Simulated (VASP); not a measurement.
Set up this calculation in VASP 6.6.1, as the native input.

| Item | Value |
| --- | --- |
| Task | single point |
| Functional | PBE |
| Potentials or basis | VASP PAW PBE potentials, release 64 (Cs_sv, Cl) |
| Cutoff | 500 eV |
| k mesh | 6 × 6 × 6 |
| Occupations | fermi-dirac, width 0.03 eV |
| Spin | no spin polarisation |
| Dipole correction | no |
| Further INCAR settings | ALGO = Normal; EDIFF = 1e-06; NBANDS = 15 |

The structure of CsCl lies in POSCAR:

```
CsCl
1.0
    4.0883513030      0.0000000000      0.0000000000
    0.0000000000      4.0883513030      0.0000000000
    0.0000000000      0.0000000000      4.0883513030
Cs Cl
1 1
Direct
    0.0000000000      0.0000000000      0.0000000000
    0.5000000000      0.5000000000      0.5000000000
```

This cell differs from its parent crystal: volume scaled by 0.975.

These files were run (other wordings do the same):

INCAR

```
ALGO = Normal ; EDIFF = 1E-6
ENCUT = 500 ; GGA = PE
GGA_COMPAT = F ; ISIF = 2
ISMEAR = -1 ; LASPH = T
LCHARG = F ; LREAL = F
LWAVE = F ; NBANDS = 15
NELM = 120 ; PREC = Accurate
SIGMA = 0.03
```

KPOINTS

```
k-points
0
Gamma
  6 6 6
```

Potentials or basis: VASP PAW PBE potentials, release 64 (Cs_sv, Cl).

Launch:

```console
$ cat potpaw_PBE.64/Cs_sv/POTCAR potpaw_PBE.64/Cl/POTCAR > POTCAR
$ mpirun -np 1 vasp_std > vasp.out
```

Results of the run:

* Pressure: 1.5 GPa
* Band gap on the k mesh: 5.37 eV, direct

Caveat: spin-orbit coupling is left out, which moves the levels of the heavy elements.

Wall time 13 s on 1 thread of Intel(R) Xeon(R) Platinum 8259CL CPU @ 2.50GHz (Skylake/Cascade Lake), with other jobs on the host, peak memory 0.17 GiB.
